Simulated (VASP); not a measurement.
# NdMo (P-6m2) in VASP: relaxation of cell and atoms with PBE

Aim: the relaxation of cell and atoms of NdMo with PBE.

All numbers are computed with VASP 6.6.1; they aren't measurements. Logs are shortened: lines on timing, memory, paths and dates and some standing lists are left out, and cuts for length are marked.

## (1) The cell of the first run

It takes space group P-6m2 (No. 187, hexagonal). Conventional cell: a = 3.585 Å, b = 3.585 Å, c = 3.497 Å, α = 90.00°, β = 90.00°, γ = 120.00°. Nd (site symmetry -6m2) has 6 Mo at 2.71 Å and 8 Nd at 3.50 to 3.58 Å within 3.6 Å. Mo (site symmetry -6m2) has 6 Nd at 2.71 Å and 8 Mo at 3.50 to 3.58 Å within 3.6 Å.

The cell was generated, and may not be a known phase.

## (2) Relaxation of cell and atoms, PBE

INCAR

```
SYSTEM = NdMo
ALGO     = Normal         ! electronic algorithm
EDIFF    = 1E-7           ! SCF threshold, eV
EDIFFG   = -0.08          ! ionic threshold
ENCUT    = 500            ! plane-wave cutoff, eV
GGA      = PE             ! functional
GGA_COMPAT= .FALSE.      
IBRION   = 2              ! ionic algorithm
ISIF     = 3              ! what is computed and relaxed
ISMEAR   = 0              ! smearing method
LASPH    = .TRUE.         ! aspherical terms in the spheres
LCHARG   = .FALSE.        ! write CHGCAR
LMAXMIX  = 6              ! l up to which the mixer works
LREAL    = .FALSE.        ! projectors in reciprocal space
LWAVE    = .FALSE.        ! write WAVECAR
NELM     = 200            ! most SCF steps
NELMIN   = 4            
NSW      = 36             ! ionic steps
PREC     = Accurate       ! precision mode
SIGMA    = 0.2            ! smearing width, eV
```

KPOINTS

```
k-points
0
G
  6 6 6
  0 0 0
```

POSCAR

```
NdMo
1.0
    3.5845109000      0.0000000000      0.0000000000
   -1.7922554500      3.1042775000      0.0000000000
    0.0000000000      0.0000000000      3.4972238500
Nd Mo
1 1
Direct
    0.3333333300      0.6666666700      0.0000000000
    0.6666666700      0.3333333300      0.5000000000
```

Potentials or basis: VASP PAW PBE potentials, release 64 (Nd_3, Mo_sv), 4f in core.

Started as:

```
$ cat potpaw_PBE.64/Nd_3/POTCAR potpaw_PBE.64/Mo_sv/POTCAR > POTCAR
$ mpirun -np 1 vasp_std > vasp.out
```

OUTCAR:

```text
SYSTEM = NdMo
   EDIFF = 1E-7
   EDIFFG = -0.08
   ENCUT = 500
   GGA = PE
   IBRION = 2
   ISIF = 3
   ISMEAR = 0
   LASPH = .TRUE.
   LREAL = .FALSE.
   NELM = 200
   NELMIN = 4
   NSW = 36
   PREC = Accurate

 ion  position               nearest neighbor table
   1  0.333  0.667  0.000-   2 2.71   2 2.71   2 2.71   2 2.71   2 2.71   2 2.71
   2  0.667  0.333  0.500-   1 2.71   1 2.71   1 2.71   1 2.71   1 2.71   1 2.71

  LATTYP: Found a hexagonal cell.
 ALAT       =     3.5845109000
 C/A-ratio  =     0.9756488256

  Lattice vectors:

 A1 = (   3.5845109000,   0.0000000000,   0.0000000000)
 A2 = (  -1.7922554500,   3.1042775000,   0.0000000000)
 A3 = (   0.0000000000,   0.0000000000,   3.4972238500)

Analysis of symmetry for initial positions (statically):
=====================================================================
 Subroutine PRICEL returns:
 Original cell was already a primitive cell.

 Routine SETGRP: Setting up the symmetry group for a
 hexagonal supercell.

 Subroutine GETGRP returns: Found 12 space group operations
 (whereof 12 operations were pure point group operations)
 out of a pool of 24 trial point group operations.

The static configuration has the point symmetry D_3h.

Analysis of symmetry for dynamics (positions and initial velocities):
=====================================================================
 Subroutine PRICEL returns:
 Original cell was already a primitive cell.

 Routine SETGRP: Setting up the symmetry group for a
 hexagonal supercell.

 Subroutine GETGRP returns: Found 12 space group operations
 (whereof 12 operations were pure point group operations)
 out of a pool of 24 trial point group operations.

The dynamic configuration has the point symmetry D_3h.

 Subroutine INISYM returns: Found 12 space group operations
 (whereof 12 operations are pure point group operations),
 and found     1 'primitive' translations

----------------------------------------------------------------------------------------

                                     Primitive cell

  volume of cell :      38.9147

  direct lattice vectors                    reciprocal lattice vectors
     3.584510900  0.000000000  0.000000000     0.278978089  0.161068075  0.000000000
    -1.792255450  3.104277500  0.000000000     0.000000000  0.322136149  0.000000000
     0.000000000  0.000000000  3.497223850     0.000000000  0.000000000  0.285941090

  length of vectors
     3.584510900  3.584510900  3.497223850     0.322136149  0.322136149  0.285941090

  position of ions in fractional coordinates (direct lattice)
     0.333333330  0.666666670  0.000000000
     0.666666670  0.333333330  0.500000000

  ion indices of the primitive-cell ions
   primitive index   ion index
                 1           1
                 2           2

----------------------------------------------------------------------------------------

 KPOINTS: k-points

Automatic generation of k-mesh.
 Grid dimensions read from file:
 generate k-points for:    6    6    6

 Generating k-lattice:

  Cartesian coordinates                     Fractional coordinates (reciprocal lattice)
     0.046496348  0.026844679  0.000000000     0.166666667  0.000000000  0.000000000
     0.000000000  0.053689358  0.000000000     0.000000000  0.166666667  0.000000000
     0.000000000  0.000000000  0.047656848     0.000000000  0.000000000  0.166666667

  Length of vectors
     0.053689358  0.053689358  0.047656848

  Shift w.r.t. Gamma in fractional coordinates (k-lattice)
     0.000000000  0.000000000  0.000000000

 Subroutine IBZKPT returns following result:
 ===========================================

 Found     28 irreducible k-points:

 Following reciprocal coordinates:
            Coordinates               Weight
  0.000000  0.000000  0.000000      1.000000
  0.166667 -0.000000  0.000000      6.000000
  0.333333 -0.000000  0.000000      6.000000
  0.500000 -0.000000  0.000000      3.000000
  0.166667  0.166667  0.000000      6.000000
  0.333333  0.166667  0.000000     12.000000
[... 16 lines left out ...]
  0.166667 -0.000000  0.500000      6.000000
  0.333333 -0.000000  0.500000      6.000000
 [... further k-points ...]
   k-points           NKPTS =     28   k-points in BZ     NKDIM =     28   number of bands    NBANDS=     16
   number of dos      NEDOS =    301   number of ions     NIONS =      2
   total plane-waves  NPLWV =  21952
   dimension x,y,z NGX =    28 NGY =   28 NGZ =   28
   dimension x,y,z NGXF=    56 NGYF=   56 NGZF=   56
   ions per type =               1   1
   NGX,Y,Z   is equivalent  to a cutoff of  12.99, 12.99, 13.31 a.u.
   NGXF,Y,Z  is equivalent  to a cutoff of  25.97, 25.97, 26.62 a.u.
 SYSTEM =  NdMo
   PREC   = accura    normal or accurate (medium, high low for compatibility)
   ISTART =      0    job   : 0-new  1-cont  2-samecut
   ICHARG =      2    charge: 1-file 2-atom 10-const
   ISPIN  =      1    spin polarized calculation?
   LNONCOLLINEAR =      F non collinear calculations
   LSORBIT =      F    spin-orbit coupling
   LASPH  =      T    aspherical Exc in radial PAW
   ENCUT  =  500.0 eV  36.75 Ry    6.06 a.u.   6.54  6.54  6.38*2*pi/ulx,y,z
   NELM   =    200;   NELMIN=  4; NELMDL= -5     # of ELM steps
   EDIFF  = 0.1E-06   stopping-criterion for ELM
   LREAL  =      F    real-space projection
   EDIFFG = -.8E-01   stopping-criterion for IOM
   NSW    =     36    number of steps for IOM
   IBRION =      2    ionic relax: 0-MD 1-quasi-New 2-CG
   NFREE  =      1    steps in history (QN), initial steepest desc. (CG)
   ISIF   =      3    stress and relaxation
   ISYM   =      2    0-nonsym 1-usesym 2-fastsym
   POTIM  = 0.5000    time-step for ionic-motion
   TEBEG  =    0.0;   TEEND  =   0.0 temperature during run
   PSTRESS=    0.0 pullay stress
   NELECT =      25.0000    total number of electrons
   NUPDOWN=      -1.0000    fix difference up-down
   EMIN   =  10.00;   EMAX   =-10.00  energy-range for DOS
   EFERMI =   0.00;   METHOD = LEGACY
   ISMEAR =     0;   SIGMA  =   0.20  broadening in eV -4-tet -1-fermi 0-gaus
   EFERMI_NEDOS =   21; number of points for ismear=-14 and -15
   IALGO  =     38    algorithm
   IMIX   =      4    mixing-type and parameters
     AMIX     =   0.40;   BMIX     =  1.00
     AMIX_MAG =   1.60;   BMIX_MAG =  1.00
  volume/ion in A,a.u.               =      19.46       131.30
  Fermi-wavevector in a.u.,A,eV,Ry     =   1.412592  2.669413 27.149302  1.995417
  Thomas-Fermi vector in A             =   2.534325
   LORBIT       =      0    0 simple, 1 ext, 2 COOP (PROOUT), +10 PAW based schemes
   GGA     = PE    functional components
   LHFCALC =     F    Hartree Fock is set to
   AEXX    =    0.0000 exact exchange contribution
   IVDW    =     0    specifies the selected vdW correction
   LEPSILON=     F    determine dielectric tensor
   LRPA    =     F    only Hartree local field effects (RPA)
 conjugate gradient relaxation of ions
 non-spin polarized calculation
 Gauss-broadening in eV      SIGMA  =   0.20
  energy-cutoff  :      500.00
  volume of cell :       38.91
 maximum number of plane-waves:      1009
 NGX is ok and might be reduce to    28
   NGX = 13   NGY = 13   NGZ = 13

--------------------------------------- Ionic step        1  -------------------------------------------

 number of electron      25.0000001 magnetization

 Free energy of the ion-electron system (eV)
  ---------------------------------------------------
  ext. energy  EPLUGINS =         0.00000000
  ---------------------------------------------------
  free energy    TOTEN  =       -12.27396220 eV

  energy without entropy =      -12.21879217  energy(sigma->0) =      -12.24637718

------------------------ aborting loop because EDIFF is reached ----------------------------------------

  FORCE on cell =-STRESS in cart. coord.  units (eV):
  Direction    XX          YY          ZZ          XY          YZ          ZX
  --------------------------------------------------------------------------------------
  -------------------------------------------------------------------------------------
  Total        5.3990977      5.3990977     10.2954137      0.0000000      0.0000000      0.0000000
  in kB      222.2889605    222.2889606    423.8776413      0.0000000      0.0000000      0.0000000
  external PRESSURE =     289.4851875 kB  Pullay stress =       0.0000000 kB
[... 21 lines left out ...]
  energy  without entropy=      -12.2187921667  energy(sigma->0) =      -12.24637718

--------------------------------------- Ionic step        2  -------------------------------------------

 number of electron      24.9999995 magnetization

 E-fermi :   3.9222     XC(G=0):  -9.9468

 val. band max:        3.9066697343   @ k =   0.1667   0.1667   0.0000
 cond. band min:       3.9493545656   @ k =   0.3333   0.3333   0.3333
 fundamental gap:      0.0426848313
 Fermi energy:         3.9222168881

 k-point     1 :       0.0000    0.0000    0.0000
  band No.  band energies     occupation
      1     -56.5098      2.00000
      2     -33.3098      2.00000
      3     -30.6484      2.00000
      4     -30.6484      2.00000
      5     -30.4758      2.00000
      6     -14.3821      2.00000
[... 8 lines left out ...]
     15       6.0230      0.00000
     16       6.0230      0.00000
[... 502 lines left out ...]
  FREE ENERGIE OF THE ION-ELECTRON SYSTEM (eV)
  ---------------------------------------------------
  free  energy   TOTEN  =       -13.2164181153 eV

  energy  without entropy=      -13.1364249067  energy(sigma->0) =      -13.17642151

[... ionic steps 4 to 13 ...]

--------------------------------------- Ionic step       14  -------------------------------------------

 number of electron      25.0000000 magnetization

------------------------ aborting loop because EDIFF is reached ----------------------------------------

  FORCE on cell =-STRESS in cart. coord.  units (eV):
  Direction    XX          YY          ZZ          XY          YZ          ZX
  --------------------------------------------------------------------------------------
  -------------------------------------------------------------------------------------
  Total        0.2534641      0.2534641     -0.0699716      0.0000000      0.0000000     -0.0000000
  in kB        9.0675770      9.0675770     -2.5032057      0.0000000      0.0000000     -0.0000000
  external PRESSURE =       5.2106494 kB  Pullay stress =       0.0000000 kB
[... 57 lines left out ...]
  energy  without entropy=      -13.5978846705  energy(sigma->0) =      -13.62999401

--------------------------------------- Ionic step       16  -------------------------------------------

 number of electron      24.9999996 magnetization

 Free energy of the ion-electron system (eV)
  ---------------------------------------------------
  ext. energy  EPLUGINS =         0.00000000
  ---------------------------------------------------
  free energy    TOTEN  =       -13.66250717 eV

  energy without entropy =      -13.59982548  energy(sigma->0) =      -13.63116632

 E-fermi :   6.8089     XC(G=0): -11.5008

 val. band max:        6.7666490958   @ k =   0.1667  -0.0000   0.3333
 cond. band min:       6.8739629629   @ k =   0.5000  -0.0000   0.1667
 fundamental gap:      0.1073138671
 Fermi energy:         6.8088889675

 k-point     1 :       0.0000    0.0000    0.0000
  band No.  band energies     occupation
      1     -53.9321      2.00000
      2     -30.7322      2.00000
      3     -28.0350      2.00000
      4     -27.8076      2.00000
      5     -27.8076      2.00000
      6     -11.8759      2.00000
[... 8 lines left out ...]
     15       7.7682      0.00000
     16       8.9962      0.00000
[... 466 lines left out ...]
  FREE ENERGIE OF THE ION-ELECTRON SYSTEM (eV)
  ---------------------------------------------------
  free  energy   TOTEN  =       -13.6625071707 eV

  energy  without entropy=      -13.5998254766  energy(sigma->0) =      -13.63116632

 reached required accuracy - stopping structural energy minimisation
```

It took 2.8 min on 1 thread of AMD EPYC 9R45 (Zen 5), shared host; peak memory 0.15 GiB.

What came out:

| Item | Value |
| --- | --- |
| Free energy | -13.6625 eV |
| Relaxed volume | 22.69 Å³/atom |
| Relaxed cell | a = 3.166 Å, b = 3.166 Å, c = 5.228 Å, α = 90.00°, β = 90.00°, γ = 120.00° |
| Space group after relaxing (to 0.1 Å) | P-6m2 (No. 187) |
| Energy gained by relaxing | 694.3 meV/atom |
| Ionic steps | 16 |
| Pressure after relaxing | -0.3 GPa |
| Band gap on the k mesh | zero (an odd number of electrons rules out a gap without spin polarisation) |

Step by step:
```
step  energy change (eV)  largest force (eV/Å)  pressure (GPa)  volume (Å³)
   1              0.0000                0.0000           28.95        38.91
   2             -0.5220                0.0000          -10.53        62.06
   3             -0.9425                0.0000           -1.54        50.77
   4             -1.0858                0.0000           -1.92        50.09
   5             -1.3124                0.0000           -0.60        47.18
   6             -1.3295                0.0000            0.18        46.45
   7             -1.3622                0.0000            2.12        44.86
   8             -1.2535                0.0000            8.76        41.24
   9             -1.3692                0.0000            3.25        44.02
  10             -1.3506                0.0000            5.27        42.80
  11             -1.2647                0.0000           -4.99        46.37
  12             -1.3683                0.0000            1.80        43.94
  13             -1.3684                0.0000            2.02        43.86
  14             -1.3857                0.0000            0.52        44.79
  15             -1.3881                0.0000           -0.62        45.59
  16             -1.3885                0.0000           -0.33        45.38
```

Final structure:
```
Nd Mo
1.0
     3.16590    0.00000    0.00000
    -1.58295    2.74175    0.00000
     0.00000    0.00000    5.22762
Nd Mo
1 1
Direct
  0.33333 0.66667 0.00000
  0.66667 0.33333 0.50000
```

Caveat: the volume moved by over 15 % at a fixed basis, so the end points are rough; spin-orbit coupling is left out, which moves the levels of the heavy elements; the 4f electrons are frozen in the core, so they carry no moment and show no levels. Spin polarisation is off, so any magnetic state and its effect on volume and gap are missing.

The gap in the log of VASP goes by the Fermi energy; the results here count the filled bands.